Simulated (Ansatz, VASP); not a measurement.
Two plane-wave programs on GaN

```
Ga N
1.0
     3.33900    0.00000    0.00000
    -1.66950    2.89166    0.00000
     0.00000    0.00000    5.16600
Ga N
2 2
Direct
  0.33333 0.66667 0.00000
  0.66667 0.33333 0.50000
  0.33333 0.66667 0.37500
  0.66667 0.33333 0.87500
```

Change from the starting cell: strain +0.050 along x and y, +0.000 along z, atoms carried along.

Alike in both runs: task single point; functional r2SCAN; k mesh 12 × 12 × 6; occupations gaussian, width 0.05 eV; no spin polarisation.

```csv
,VASP,Ansatz
version,VASP 6.6.1,Ansatz 0.2.0
potentials or method,"VASP PAW PBE potentials, release 64 (Ga_d, N), cutoff 520 eV","scalar-relativistic, plane waves, PAW"
valence electrons in the cell,36,36
```

```csv
,VASP,Ansatz,Ansatz less VASP
gap on the k mesh at the Fermi level (eV),1.71,1.72,+0.006
least direct gap on the mesh (eV),1.71,1.72,+0.006
pressure (GPa),-13.4,-14.1,-0.73
"traceless stress, the component that is largest in VASP (GPa)",11.28,11.06,-0.219
rms of the force components (eV/Å),0.290,0.279,-0.0105
```

VASP's potentials were made for PBE, not for r2SCAN. Atom by atom the forces differ by 0.011 eV/Å (rms over components). The functional is the same, so the differences come from potentials, cutoffs and numerics.
